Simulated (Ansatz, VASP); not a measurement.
**BaTe: VASP beside Ansatz**

```
Ba Te
1.0
     0.00000    3.75485    3.91416
     3.75485    0.00000    3.91416
     3.75485    3.75485    0.00000
Ba Te
1 1
Direct
  0.00000 0.00000 0.00000
  0.25000 0.25000 0.25000
```

Change from the starting cell: biaxial_xy strain -4.1%.

Alike in both runs: task single point; functional PBE; k mesh 6 × 6 × 6; occupations fermi-dirac, width 0.02 eV; no spin polarisation.

```csv
,VASP,Ansatz
version,VASP 6.6.1,Ansatz 0.2.0
potentials or method,"VASP PAW PBE potentials, release 64 (Ba_sv, Te)","plane waves, PAW"
plane-wave cutoff (eV),520,420
valence electrons in the cell,16,26
```

```tsv
	VASP	Ansatz	Ansatz less VASP
gap on the k mesh at the Fermi level (eV)	2.65	2.63	-0.015
pressure (GPa)	2.1	1.8	-0.27
```

VASP's potentials hold 16 valence electrons a cell and Ansatz's 26, so a difference there can come from the potentials and not from the codes.

Neither program's run includes spin-orbit coupling.
